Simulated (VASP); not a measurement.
Wanted: the native input for a VASP 6.6.1 run.

* Task: single point
* Functional: PBEsol
* Potentials or basis: VASP PAW PBE potentials, release 64 (In_d)
* Cutoff: 520 eV
* k mesh: 6 × 6 × 4
* Occupations: gaussian, width 0.1 eV
* Spin: no spin polarisation
* Dipole correction: no
* Further INCAR settings: ALGO = Normal; EDIFF = 1e-07; NBANDS = 26

The structure of In lies in POSCAR:

```
In
1.0
    4.7689707023      0.0000000000      0.0000000000
   -2.3844853511      4.1300497781      0.0000000000
    0.0000000000      0.0000000000      4.0442741280
In
3
Direct
    0.3336059290      0.0000000000      0.3333333333
    0.0000000000      0.3336059290      0.6666666667
    0.6663940710      0.6663940710      0.0000000000
```

One way to write it, as run:

INCAR

```
PREC     = Accurate       # precision mode
ENCUT    = 520            # plane-wave cutoff, eV
EDIFF    = 1E-7           # SCF threshold, eV
ISMEAR   = 0              # smearing method
SIGMA    = 0.1            # smearing width, eV
LREAL    = False          # projectors in reciprocal space
LASPH    = True           # aspherical terms in the spheres
NELM     = 100            # most SCF steps
ALGO     = Normal         # electronic algorithm
ISIF     = 2              # what is computed and relaxed
LWAVE    = False          # write WAVECAR
LCHARG   = False          # write CHGCAR
GGA      = PS             # functional
NBANDS   = 26             # bands
```

KPOINTS

```
regular mesh
0
Gamma
  6 6 4
```

Potentials or basis: VASP PAW PBE potentials, release 64 (In_d).

Run with:

```console
$ cat potpaw_PBE.64/In_d/POTCAR > POTCAR
$ mpirun -np 1 vasp_std > vasp.out
```

Results of the run:

The pressure is -0.2 GPa and the largest force is 0.007 eV/Å.

Caveat: the k points lie up to 0.39 Å⁻¹ apart; the PAW data sets were made with another functional, which shifts forces and pressure a little.

It took 43 s on 1 thread of Intel(R) Xeon(R) Platinum 8259CL CPU @ 2.50GHz (Skylake/Cascade Lake), with other jobs on the host, peak memory 0.19 GiB.
